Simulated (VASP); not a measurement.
# Zr3BC4 (Pm-3m) in VASP: density of states with PBE

Aim: the density of states of Zr3BC4 with PBE.

All numbers are computed with VASP 6.6.1; they aren't measurements. Logs are shortened: lines on timing, memory, paths and dates and some standing lists are left out, and cuts for length are marked.

## Step 1: The cell of the first run

Symmetry: Pm-3m, No. 221, cubic system. Conventional cell: a = 4.615 Å, b = 4.615 Å, c = 4.615 Å, α = 90.00°, β = 90.00°, γ = 90.00°. Zr (site symmetry 4/mmm) has 6 C at 2.31 Å within 3.0 Å. Within 3.0 Å of B (site symmetry m-3m) lie 6 C at 2.31 Å. Within 3.0 Å of C (site symmetry 4/mmm) lie 4 Zr at 2.31 Å and 2 B at 2.31 Å. Within 3.0 Å of C (site symmetry m-3m) lie 6 Zr at 2.31 Å.

## Step 2: Density of states, PBE

Contents of POSCAR:

```
Zr3BC4
1.0
    4.6149609993      0.0000000000      0.0000000000
    0.0000000000      4.6149609993      0.0000000000
    0.0000000000      0.0000000000      4.6149609993
Zr B C
3 1 4
Direct
    0.0000000000      0.5000000000      0.5000000000
    0.5000000000      0.0000000000      0.5000000000
    0.5000000000      0.5000000000      0.0000000000
    0.0000000000      0.0000000000      0.0000000000
    0.5000000000      0.0000000000      0.0000000000
    0.0000000000      0.5000000000      0.0000000000
    0.0000000000      0.0000000000      0.5000000000
    0.5000000000      0.5000000000      0.5000000000
```

Contents of INCAR.step1:

```
SYSTEM = Zr3BC4
PREC = Accurate
ENCUT = 520
EDIFF = 1E-6
ISMEAR = 0
SIGMA = 0.1
LREAL = .False.
LASPH = .True.
NELM = 100
ALGO = Normal
ISIF = 2
LWAVE = .False.
LCHARG = .True.
LMAXMIX = 4
GGA = PE
NBANDS = 38
```

Contents of KPOINTS.step1:

```
Automatic mesh
0
Gamma
  8 8 8
  0 0 0
```

Contents of INCAR.step2:

```
SYSTEM = Zr3BC4
PREC = Accurate
ENCUT = 520
EDIFF = 1E-6
ISMEAR = -5
SIGMA = 0.1
LREAL = .False.
LASPH = .True.
NELM = 100
ALGO = Normal
ISIF = 2
LWAVE = .False.
LCHARG = .False.
LMAXMIX = 4
GGA = PE
LORBIT = 11
NEDOS = 2001
ICHARG = 11
```

Contents of KPOINTS.step2:

```
Automatic mesh
0
Gamma
  12 12 12
  0 0 0
```

Potentials or basis: VASP PAW PBE potentials, release 64 (Zr_sv, B, C).

Started as:

```
$ cat potpaw_PBE.64/Zr_sv/POTCAR potpaw_PBE.64/B/POTCAR potpaw_PBE.64/C/POTCAR > POTCAR
$ cp INCAR.step1 INCAR
$ cp KPOINTS.step1 KPOINTS
$ mpirun -np 1 vasp_std > vasp.out
$ cp INCAR.step2 INCAR
$ cp KPOINTS.step2 KPOINTS
$ mpirun -np 1 vasp_std > vasp.out
```

OUTCAR:

```text
SYSTEM = Zr3BC4
   PREC = Accurate
   ENCUT = 520
   EDIFF = 1E-6
   ISMEAR = -5
   LREAL = .False.
   LASPH = .True.
   NELM = 100
   ISIF = 2
   GGA = PE
   LORBIT = 11
   ICHARG = 11

 ion  position               nearest neighbor table
   1  0.000  0.500  0.500-   6 2.31   7 2.31   8 2.31   6 2.31   7 2.31   8 2.31   3 3.26   2 3.26
                             2 3.26   2 3.26   3 3.26   3 3.26   3 3.26   2 3.26
   2  0.500  0.000  0.500-   5 2.31   7 2.31   8 2.31   5 2.31   8 2.31   7 2.31   3 3.26   1 3.26
                             3 3.26   1 3.26   3 3.26   1 3.26   3 3.26   1 3.26
   3  0.500  0.500  0.000-   5 2.31   6 2.31   8 2.31   8 2.31   5 2.31   6 2.31   2 3.26   2 3.26
                             2 3.26   1 3.26   2 3.26   1 3.26   1 3.26   1 3.26
   4  0.000  0.000  0.000-
   5  0.500  0.000  0.000-   2 2.31   3 2.31   2 2.31   3 2.31
   6  0.000  0.500  0.000-   1 2.31   3 2.31   1 2.31   3 2.31
   7  0.000  0.000  0.500-   1 2.31   2 2.31   1 2.31   2 2.31
   8  0.500  0.500  0.500-   1 2.31   2 2.31   3 2.31   3 2.31   2 2.31   1 2.31

  LATTYP: Found a simple cubic cell.
 ALAT       =     4.6149609993

  Lattice vectors:

 A1 = (   4.6149609993,   0.0000000000,   0.0000000000)
 A2 = (   0.0000000000,   4.6149609993,   0.0000000000)
 A3 = (   0.0000000000,   0.0000000000,   4.6149609993)

Analysis of symmetry for initial positions (statically):
=====================================================================
 Subroutine PRICEL returns:
 Original cell was already a primitive cell.

 Routine SETGRP: Setting up the symmetry group for a
 simple cubic supercell.

 Subroutine GETGRP returns: Found 48 space group operations
 (whereof 48 operations were pure point group operations)
 out of a pool of 48 trial point group operations.

The static configuration has the point symmetry O_h .

Analysis of symmetry for dynamics (positions and initial velocities):
=====================================================================
 Subroutine PRICEL returns:
 Original cell was already a primitive cell.

 Routine SETGRP: Setting up the symmetry group for a
 simple cubic supercell.

 Subroutine GETGRP returns: Found 48 space group operations
 (whereof 48 operations were pure point group operations)
 out of a pool of 48 trial point group operations.

The dynamic configuration has the point symmetry O_h .

 Subroutine INISYM returns: Found 48 space group operations
 (whereof 48 operations are pure point group operations),
 and found     1 'primitive' translations

----------------------------------------------------------------------------------------

                                     Primitive cell

  volume of cell :      98.2888

  direct lattice vectors                    reciprocal lattice vectors
     4.614960999  0.000000000  0.000000000     0.216686555  0.000000000  0.000000000
     0.000000000  4.614960999  0.000000000     0.000000000  0.216686555  0.000000000
     0.000000000  0.000000000  4.614960999     0.000000000  0.000000000  0.216686555

  length of vectors
     4.614960999  4.614960999  4.614960999     0.216686555  0.216686555  0.216686555

  position of ions in fractional coordinates (direct lattice)
     0.000000000  0.500000000  0.500000000
     0.500000000  0.000000000  0.500000000
     0.500000000  0.500000000  0.000000000
     0.000000000  0.000000000  0.000000000
     0.500000000  0.000000000  0.000000000
     0.000000000  0.500000000  0.000000000
     0.000000000  0.000000000  0.500000000
     0.500000000  0.500000000  0.500000000

  ion indices of the primitive-cell ions
   primitive index   ion index
                 1           1
                 2           2
                 3           3
                 4           4
                 5           5
                 6           6
                 7           7
                 8           8

----------------------------------------------------------------------------------------

 KPOINTS: Automatic mesh

Automatic generation of k-mesh.
 Grid dimensions read from file:
 generate k-points for:   12   12   12

 Generating k-lattice:

  Cartesian coordinates                     Fractional coordinates (reciprocal lattice)
     0.018057213  0.000000000  0.000000000     0.083333333  0.000000000  0.000000000
     0.000000000  0.018057213  0.000000000     0.000000000  0.083333333  0.000000000
     0.000000000  0.000000000  0.018057213     0.000000000  0.000000000  0.083333333

  Length of vectors
     0.018057213  0.018057213  0.018057213

  Shift w.r.t. Gamma in fractional coordinates (k-lattice)
     0.000000000  0.000000000  0.000000000

 TETIRR: Found    854 inequivalent tetrahedra from    10368

 Subroutine IBZKPT returns following result:
 ===========================================

 Found     84 irreducible k-points:

 Following reciprocal coordinates:
            Coordinates               Weight
  0.000000  0.000000  0.000000      1.000000
  0.083333  0.000000  0.000000      6.000000
  0.166667  0.000000  0.000000      6.000000
  0.250000  0.000000  0.000000      6.000000
  0.333333  0.000000  0.000000      6.000000
  0.416667  0.000000  0.000000      6.000000
[... 16 lines left out ...]
  0.333333  0.333333  0.000000     12.000000
  0.416667  0.333333  0.000000     24.000000
 [... further k-points ...]
   k-points           NKPTS =     84   k-points in BZ     NKDIM =     84   number of bands    NBANDS=     33
   number of dos      NEDOS =   2001   number of ions     NIONS =      8
   total plane-waves  NPLWV =  46656
   dimension x,y,z NGX =    36 NGY =   36 NGZ =   36
   dimension x,y,z NGXF=    72 NGYF=   72 NGZF=   72
   ions per type =               3   1   4
   NGX,Y,Z   is equivalent  to a cutoff of  12.97, 12.97, 12.97 a.u.
   NGXF,Y,Z  is equivalent  to a cutoff of  25.94, 25.94, 25.94 a.u.
 SYSTEM =  Zr3BC4
   PREC   = accura    normal or accurate (medium, high low for compatibility)
   ISTART =      0    job   : 0-new  1-cont  2-samecut
   ICHARG =     11    charge: 1-file 2-atom 10-const
   ISPIN  =      1    spin polarized calculation?
   LNONCOLLINEAR =      F non collinear calculations
   LSORBIT =      F    spin-orbit coupling
   LASPH  =      T    aspherical Exc in radial PAW
   ENCUT  =  520.0 eV  38.22 Ry    6.18 a.u.   8.58  8.58  8.58*2*pi/ulx,y,z
   NELM   =    100;   NELMIN=  2; NELMDL=  0     # of ELM steps
   EDIFF  = 0.1E-05   stopping-criterion for ELM
   LREAL  =      F    real-space projection
   EDIFFG = 0.1E-04   stopping-criterion for IOM
   NSW    =      0    number of steps for IOM
   IBRION =     -1    ionic relax: 0-MD 1-quasi-New 2-CG
   NFREE  =      0    steps in history (QN), initial steepest desc. (CG)
   ISIF   =      2    stress and relaxation
   ISYM   =      2    0-nonsym 1-usesym 2-fastsym
   POTIM  = 0.5000    time-step for ionic-motion
   TEBEG  =    0.0;   TEEND  =   0.0 temperature during run
   PSTRESS=    0.0 pullay stress
   NELECT =      55.0000    total number of electrons
   NUPDOWN=      -1.0000    fix difference up-down
   EMIN   =  10.00;   EMAX   =-10.00  energy-range for DOS
   EFERMI =   0.00;   METHOD = LEGACY
   ISMEAR =    -5;   SIGMA  =   0.10  broadening in eV -4-tet -1-fermi 0-gaus
   EFERMI_NEDOS =   21; number of points for ismear=-14 and -15
   IALGO  =     38    algorithm
   IMIX   =      4    mixing-type and parameters
     AMIX     =   0.40;   BMIX     =  1.00
     AMIX_MAG =   1.60;   BMIX_MAG =  1.00
  volume/ion in A,a.u.               =      12.29        82.91
  Fermi-wavevector in a.u.,A,eV,Ry     =   1.349049  2.549333 24.761691  1.819933
  Thomas-Fermi vector in A             =   2.476668
   LORBIT       =     11    0 simple, 1 ext, 2 COOP (PROOUT), +10 PAW based schemes
   GGA     = PE    functional components
   LHFCALC =     F    Hartree Fock is set to
   AEXX    =    0.0000 exact exchange contribution
   IVDW    =     0    specifies the selected vdW correction
   LEPSILON=     F    determine dielectric tensor
   LRPA    =     F    only Hartree local field effects (RPA)
 non-spin polarized calculation
 Fermi weights with tetrahedron method with Bloechl corrections
  energy-cutoff  :      520.00
  volume of cell :       98.29
 maximum number of plane-waves:      2680
 NGX is ok and might be reduce to    36

 number of electron      54.9999997 magnetization

 Free energy of the ion-electron system (eV)
  ---------------------------------------------------
  ext. energy  EPLUGINS =         0.00000000
  ---------------------------------------------------
  free energy    TOTEN  =       -66.63162923 eV

  energy without entropy =      -66.63162923  energy(sigma->0) =      -66.63162923

 E-fermi :   8.0014     XC(G=0): -11.8353

 val. band max:        8.0336804323   @ k =   0.0833   0.0833   0.0000
 cond. band min:       7.9182249383   @ k =   0.4167   0.4167   0.4167
 fundamental gap:     -0.1154554940
 Fermi energy:         8.0014175117

 k-point     1 :       0.0000    0.0000    0.0000
  band No.  band energies     occupation
      1     -39.5804      2.00000
      2     -39.4525      2.00000
      3     -39.4525      2.00000
      4     -17.9873      2.00000
      5     -17.9873      2.00000
      6     -17.9873      2.00000
[... 25 lines left out ...]
     32       9.4326      0.00000
     33      10.9241      0.00000

 k-point     2 :       0.0833    0.0000    0.0000
  band No.  band energies     occupation
      1     -39.5784      2.00000
      2     -39.4545      2.00000
      3     -39.4525      2.00000
      4     -17.9813      2.00000
      5     -17.9813      2.00000
      6     -17.9794      2.00000
[... 25 lines left out ...]
     32       9.3858      0.00000
     33      10.9111      0.00000
[... 754 lines left out ...]
     32      11.4420      0.00000
     33      11.6918      0.00000

 k-point    24 :       0.4167    0.3333    0.0000
  band No.  band energies     occupation
      1     -39.5216      2.00000
      2     -39.4905      2.00000
      3     -39.4728      2.00000
      4     -17.9886      2.00000
      5     -17.9122      2.00000
      6     -17.7817      2.00000
[... 25 lines left out ...]
     32      11.6786      0.00000
     33      11.7410      0.00000

 [... further k-points ...]
[... 5 lines left out ...]
  --------------------------------------------------------------------------------------
  -------------------------------------------------------------------------------------
  Total        0.0219986      0.0219986      0.0219986      0.0000000      0.0000000     -0.0000000
  in kB        0.3585920      0.3585920      0.3585920      0.0000000      0.0000000     -0.0000000
  external PRESSURE =       0.3585920 kB  Pullay stress =       0.0000000 kB

 VOLUME and BASIS-vectors are now :
 -----------------------------------------------------------------------------
  energy-cutoff  :      520.00
  volume of cell :       98.29
      direct lattice vectors                 reciprocal lattice vectors
     4.614960999  0.000000000  0.000000000     0.216686555  0.000000000  0.000000000
     0.000000000  4.614960999  0.000000000     0.000000000  0.216686555  0.000000000
     0.000000000  0.000000000  4.614960999     0.000000000  0.000000000  0.216686555

 POSITION                                       TOTAL-FORCE (eV/Angst)
 -----------------------------------------------------------------------------------
      0.00000      2.30748      2.30748         0.000000      0.000000      0.000000
      2.30748      0.00000      2.30748         0.000000      0.000000      0.000000
      2.30748      2.30748      0.00000         0.000000      0.000000      0.000000
      0.00000      0.00000      0.00000         0.000000      0.000000      0.000000
      2.30748      0.00000      0.00000         0.000000      0.000000      0.000000
      0.00000      2.30748      0.00000         0.000000      0.000000      0.000000
      0.00000      0.00000      2.30748         0.000000      0.000000      0.000000
      2.30748      2.30748      2.30748         0.000000      0.000000      0.000000
 -----------------------------------------------------------------------------------
    total drift:                                0.000000      0.000000      0.000000

  FREE ENERGIE OF THE ION-ELECTRON SYSTEM (eV)
  ---------------------------------------------------
  free  energy   TOTEN  =       -66.6316292261 eV

  energy  without entropy=      -66.6316292261  energy(sigma->0) =      -66.63162923

 total charge

# of ion       s       p       d       tot
------------------------------------------
    1        2.190   6.052   1.647   9.889
    2        2.190   6.052   1.647   9.889
    3        2.190   6.052   1.647   9.889
    4        0.663   0.626   0.000   1.289
    5        0.918   1.385   0.000   2.303
    6        0.918   1.385   0.000   2.303
    7        0.918   1.385   0.000   2.303
    8        0.894   1.499   0.000   2.392
--------------------------------------------------
tot         10.879  24.437   4.942  40.258
```

Wall time 3.5 min (1 thread of Intel Xeon Platinum 8259CL at 2.50GHz (Skylake/Cascade Lake), shared host); peak memory 0.36 GiB.

Results:

```
Valence electrons inside the program's atomic spheres : Zr 9.89; B 1.29; C 2.30, 2.39
```

Caveat: tetrahedron occupations give inexact forces and stress in metals.
